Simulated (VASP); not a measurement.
# CdS (R3m) in VASP: relaxation of cell and atoms with PBE

Aim: the relaxation of cell and atoms of CdS with PBE.

Program: VASP 6.6.1. These are calculated values, not measurements. Logs are shortened: lines on timing, memory, paths and dates and some standing lists are left out, and cuts for length are marked.

### 1 The cell of the first run

It takes space group R3m (No. 160, trigonal). Conventional cell: a = 4.197 Å, b = 4.197 Å, c = 10.244 Å, α = 90.00°, β = 90.00°, γ = 120.00°. Within 3.4 Å of Cd (site symmetry 3m) lie 4 S at 2.56 to 2.57 Å. Within 3.4 Å of S (site symmetry 3m) lie 4 Cd at 2.56 to 2.57 Å.

### 2 Relaxation of cell and atoms, PBE

The input, INCAR:

```
SYSTEM = CdS
ALGO = Normal
EDIFF = 1E-7
EDIFFG = -0.01
ENCUT = 600
GGA = PE
IBRION = 2
ISIF = 3
ISMEAR = 0
LASPH = .True.
LCHARG = .False.
LREAL = .False.
LWAVE = .False.
NELM = 100
NSW = 65
PREC = Accurate
SIGMA = 0.02
```

The input, KPOINTS:

```
k-points
0
Gamma
  12 12 3
  0 0 0
```

The input, POSCAR:

```
CdS
1.0
    4.1965133868      0.0000000000      0.0000000000
   -2.0982566934      3.6342872003      0.0000000000
    0.0000000000      0.0000000000     10.2439762692
Cd S
3 3
Direct
    0.0000000000      0.0000000000      0.0000000000
    0.3333333333      0.6666666667      0.3333333333
    0.6666666667      0.3333333333      0.6666666667
    0.0000000000      0.0000000000      0.2500000000
    0.3333333333      0.6666666667      0.5833333333
    0.6666666667      0.3333333333      0.9166666667
```

Potentials or basis: VASP PAW PBE potentials, release 64 (Cd, S).

Command:

```bash
> cat potpaw_PBE.64/Cd/POTCAR potpaw_PBE.64/S/POTCAR > POTCAR
> mpirun -np 1 vasp_std > vasp.out
```

OUTCAR:

```text
SYSTEM = CdS
   EDIFF = 1E-7
   EDIFFG = -0.01
   ENCUT = 600
   GGA = PE
   IBRION = 2
   ISIF = 3
   ISMEAR = 0
   LASPH = .True.
   LREAL = .False.
   NELM = 100
   NSW = 65
   PREC = Accurate

 ion  position               nearest neighbor table
   1  0.000  0.000  0.000-   4 2.56   6 2.57   6 2.57   6 2.57
   2  0.333  0.667  0.333-   5 2.56   4 2.57   4 2.57   4 2.57
   3  0.667  0.333  0.667-   6 2.56   5 2.57   5 2.57   5 2.57
   4  0.000  0.000  0.250-   1 2.56   2 2.57   2 2.57   2 2.57
   5  0.333  0.667  0.583-   2 2.56   3 2.57   3 2.57   3 2.57
   6  0.667  0.333  0.917-   3 2.56   1 2.57   1 2.57   1 2.57

  LATTYP: Found a hexagonal cell.
 ALAT       =     4.1965133868
 C/A-ratio  =     2.4410684120

  Lattice vectors:

 A1 = (   4.1965133868,   0.0000000000,   0.0000000000)
 A2 = (  -2.0982566934,   3.6342872003,   0.0000000000)
 A3 = (   0.0000000000,   0.0000000000,  10.2439762692)

Analysis of symmetry for initial positions (statically):
=====================================================================
 Subroutine PRICEL returns following result:

  LATTYP: Found a trigonal (rhomboedric) cell.
 ALAT       =     4.1869005196
 COS(alpha) =     0.4977014255

  Lattice vectors:

 A1 = (   2.0982566930,   1.2114290670,  -3.4146587571)
 A2 = (   0.0000000002,  -2.4228581337,  -3.4146587561)
 A3 = (  -2.0982566932,   1.2114290666,  -3.4146587561)

   3 primitive cells build up your supercell.

 Routine SETGRP: Setting up the symmetry group for a
 hexagonal supercell.

 Subroutine GETGRP returns: Found  6 space group operations
 (whereof  6 operations were pure point group operations)
 out of a pool of 24 trial point group operations.

The static configuration has the point symmetry C_3v.

Analysis of symmetry for dynamics (positions and initial velocities):
=====================================================================
 Subroutine PRICEL returns following result:

  LATTYP: Found a trigonal (rhomboedric) cell.
 ALAT       =     4.1869005196
 COS(alpha) =     0.4977014255

  Lattice vectors:

 A1 = (   2.0982566930,   1.2114290670,  -3.4146587571)
 A2 = (   0.0000000002,  -2.4228581337,  -3.4146587561)
 A3 = (  -2.0982566932,   1.2114290666,  -3.4146587561)

   3 primitive cells build up your supercell.

 Routine SETGRP: Setting up the symmetry group for a
 hexagonal supercell.

 Subroutine GETGRP returns: Found  6 space group operations
 (whereof  6 operations were pure point group operations)
 out of a pool of 24 trial point group operations.

The dynamic configuration has the point symmetry C_3v.

 Subroutine INISYM returns: Found  6 space group operations
 (whereof  6 operations are pure point group operations),
 and found     3 'primitive' translations

----------------------------------------------------------------------------------------

                                     Primitive cell

  volume of cell :      52.0781

  direct lattice vectors                    reciprocal lattice vectors
     2.098256693  1.211429067 -3.414658757     0.238293056  0.137578560 -0.097618344
     0.000000000 -2.422858134 -3.414658756    -0.000000000 -0.275157120 -0.097618344
    -2.098256693  1.211429067 -3.414658756    -0.238293056  0.137578560 -0.097618344

  length of vectors
     4.186900520  4.186900519  4.186900519     0.291960240  0.291960240  0.291960240

  position of ions in fractional coordinates (direct lattice)
     0.000000000  0.000000000  0.000000000
     0.750000000  0.750000000  0.750000000

  ion indices of the primitive-cell ions
   primitive index   ion index
                 1           1
                 2           4

----------------------------------------------------------------------------------------

 KPOINTS: k-points

Automatic generation of k-mesh.
 Grid dimensions read from file:
 generate k-points for:   12   12    3

 Generating k-lattice:

  Cartesian coordinates                     Fractional coordinates (reciprocal lattice)
     0.019857755  0.011464880  0.000000000     0.083333333  0.000000000  0.000000000
     0.000000000  0.022929760  0.000000000     0.000000000  0.083333333  0.000000000
     0.000000000  0.000000000  0.032539448     0.000000000  0.000000000  0.333333333

  Length of vectors
     0.022929760  0.022929760  0.032539448

  Shift w.r.t. Gamma in fractional coordinates (k-lattice)
     0.000000000  0.000000000  0.000000000

 Subroutine IBZKPT returns following result:
 ===========================================

 Found     50 irreducible k-points:

 Following reciprocal coordinates:
            Coordinates               Weight
  0.000000  0.000000  0.000000      1.000000
  0.083333 -0.000000  0.000000      6.000000
  0.166667  0.000000  0.000000      6.000000
  0.250000 -0.000000  0.000000      6.000000
  0.333333 -0.000000  0.000000      6.000000
  0.416667  0.000000  0.000000      6.000000
[... 16 lines left out ...]
  0.166667  0.000000  0.333333      6.000000
  0.000000  0.166667  0.333333      6.000000
 [... further k-points ...]
   k-points           NKPTS =     50   k-points in BZ     NKDIM =     50   number of bands    NBANDS=     32
   number of dos      NEDOS =    301   number of ions     NIONS =      6
   total plane-waves  NPLWV = 108864
   dimension x,y,z NGX =    36 NGY =   36 NGZ =   84
   dimension x,y,z NGXF=    72 NGYF=   72 NGZF=  168
   ions per type =               3   3
   NGX,Y,Z   is equivalent  to a cutoff of  14.26, 14.26, 13.63 a.u.
   NGXF,Y,Z  is equivalent  to a cutoff of  28.52, 28.52, 27.26 a.u.
 SYSTEM =  CdS
   PREC   = accura    normal or accurate (medium, high low for compatibility)
   ISTART =      0    job   : 0-new  1-cont  2-samecut
   ICHARG =      2    charge: 1-file 2-atom 10-const
   ISPIN  =      1    spin polarized calculation?
   LNONCOLLINEAR =      F non collinear calculations
   LSORBIT =      F    spin-orbit coupling
   LASPH  =      T    aspherical Exc in radial PAW
   ENCUT  =  600.0 eV  44.10 Ry    6.64 a.u.   8.38  8.38 20.46*2*pi/ulx,y,z
   NELM   =    100;   NELMIN=  2; NELMDL= -5     # of ELM steps
   EDIFF  = 0.1E-06   stopping-criterion for ELM
   LREAL  =      F    real-space projection
   EDIFFG = -.1E-01   stopping-criterion for IOM
   NSW    =     65    number of steps for IOM
   IBRION =      2    ionic relax: 0-MD 1-quasi-New 2-CG
   NFREE  =      1    steps in history (QN), initial steepest desc. (CG)
   ISIF   =      3    stress and relaxation
   ISYM   =      2    0-nonsym 1-usesym 2-fastsym
   POTIM  = 0.5000    time-step for ionic-motion
   TEBEG  =    0.0;   TEEND  =   0.0 temperature during run
   PSTRESS=    0.0 pullay stress
   NELECT =      54.0000    total number of electrons
   NUPDOWN=      -1.0000    fix difference up-down
   EMIN   =  10.00;   EMAX   =-10.00  energy-range for DOS
   EFERMI =   0.00;   METHOD = LEGACY
   ISMEAR =     0;   SIGMA  =   0.02  broadening in eV -4-tet -1-fermi 0-gaus
   EFERMI_NEDOS =   21; number of points for ismear=-14 and -15
   IALGO  =     38    algorithm
   IMIX   =      4    mixing-type and parameters
     AMIX     =   0.40;   BMIX     =  1.00
     AMIX_MAG =   1.60;   BMIX_MAG =  1.00
  volume/ion in A,a.u.               =      26.04       175.72
  Fermi-wavevector in a.u.,A,eV,Ry     =   1.148896  2.171098 17.959165  1.319961
  Thomas-Fermi vector in A             =   2.285568
   LORBIT       =      0    0 simple, 1 ext, 2 COOP (PROOUT), +10 PAW based schemes
   GGA     = PE    functional components
   LHFCALC =     F    Hartree Fock is set to
   AEXX    =    0.0000 exact exchange contribution
   IVDW    =     0    specifies the selected vdW correction
   LEPSILON=     F    determine dielectric tensor
   LRPA    =     F    only Hartree local field effects (RPA)
 conjugate gradient relaxation of ions
 non-spin polarized calculation
 Gauss-broadening in eV      SIGMA  =   0.02
  energy-cutoff  :      600.00
  volume of cell :      156.23
 maximum number of plane-waves:      5279
 NGX is ok and might be reduce to    36
   NGX = 17   NGY = 17   NGZ = 41

--------------------------------------- Ionic step        1  -------------------------------------------

 number of electron      54.0000005 magnetization

 Free energy of the ion-electron system (eV)
  ---------------------------------------------------
  ext. energy  EPLUGINS =         0.00000000
  ---------------------------------------------------
  free energy    TOTEN  =       -18.44180385 eV

  energy without entropy =      -18.44180385  energy(sigma->0) =      -18.44180385

------------------------ aborting loop because EDIFF is reached ----------------------------------------

  FORCE on cell =-STRESS in cart. coord.  units (eV):
  Direction    XX          YY          ZZ          XY          YZ          ZX
  --------------------------------------------------------------------------------------
  -------------------------------------------------------------------------------------
  Total        0.1190837      0.1190837      0.4341122      0.0000000      0.0000000      0.0000000
  in kB        1.2211992      1.2211992      4.4518056      0.0000000      0.0000000      0.0000000
  external PRESSURE =       2.2980680 kB  Pullay stress =       0.0000000 kB
[... 65 lines left out ...]
  energy  without entropy=      -18.4425602138  energy(sigma->0) =      -18.44256021

--------------------------------------- Ionic step        3  -------------------------------------------

 number of electron      54.0000009 magnetization

 Free energy of the ion-electron system (eV)
  ---------------------------------------------------
  ext. energy  EPLUGINS =         0.00000000
  ---------------------------------------------------
  free energy    TOTEN  =       -18.44258561 eV

  energy without entropy =      -18.44258561  energy(sigma->0) =      -18.44258561

 E-fermi :   0.9920     XC(G=0):  -8.9038

 val. band max:        0.8779384851   @ k =   0.0000   0.0000   0.0000
 cond. band min:       1.9068627544   @ k =   0.0000   0.0000   0.0000
 fundamental gap:      1.0289242693
 Fermi energy:         0.9919764169

 k-point     1 :       0.0000    0.0000    0.0000
  band No.  band energies     occupation
      1     -11.1840      2.00000
      2     -10.9001      2.00000
      3     -10.9001      2.00000
      4      -6.6780      2.00000
      5      -6.6780      2.00000
      6      -6.6774      2.00000
[... 829 lines left out ...]
     31       6.1577      0.00000
     32       6.9726      0.00000

 [... further k-points ...]

------------------------ aborting loop because EDIFF is reached ----------------------------------------

  FORCE on cell =-STRESS in cart. coord.  units (eV):
  Direction    XX          YY          ZZ          XY          YZ          ZX
  --------------------------------------------------------------------------------------
  -------------------------------------------------------------------------------------
  Total       -0.0408589     -0.0408589      0.0277652      0.0000000      0.0000000     -0.0000000
  in kB       -0.4170978     -0.4170978      0.2834338      0.0000000      0.0000000     -0.0000000
  external PRESSURE =      -0.1835873 kB  Pullay stress =       0.0000000 kB
[... 21 lines left out ...]
  FREE ENERGIE OF THE ION-ELECTRON SYSTEM (eV)
  ---------------------------------------------------
  free  energy   TOTEN  =       -18.4425856115 eV

  energy  without entropy=      -18.4425856115  energy(sigma->0) =      -18.44258561

 reached required accuracy - stopping structural energy minimisation
```

Wall time 20 min (1 thread of Intel Xeon 8259CL, shared host); peak memory 0.5 GiB.

Results:

| Quantity | Value |
| --- | --- |
| Free energy | -18.4426 eV |
| Relaxed volume | 26.16 Å³/atom |
| Relaxed cell | a = 4.200 Å, b = 4.200 Å, c = 10.274 Å, α = 90.00°, β = 90.00°, γ = 120.00° |
| Space group after relaxing (to 0.1 Å) | F-43m (No. 216) |
| Energy gained by relaxing | 0.1 meV/atom |
| Ionic steps | 3 |
| Pressure after relaxing | 0.0 GPa |
| Band gap on the k mesh | 1.03 eV |

The path:
| step | energy change (eV) | largest force (eV/Å) | pressure (GPa) | volume (Å³) |
| --- | --- | --- | --- | --- |
| 1 | 0.0000 | 0.0219 | 0.23 | 156.23 |
| 2 | -0.0008 | 0.0035 | -0.06 | 157.08 |
| 3 | -0.0008 | 0.0003 | -0.02 | 156.95 |

Final structure:
```
Cd S
1.0
     4.19991    0.00000    0.00000
    -2.09996    3.63723    0.00000
     0.00000    0.00000   10.27421
Cd S
3 3
Direct
  0.00000 0.00000 0.99991
  0.33333 0.66667 0.33325
  0.66667 0.33333 0.66658
  0.00000 0.00000 0.25009
  0.33333 0.66667 0.58342
  0.66667 0.33333 0.91675
```

A k mesh can miss the band edges.
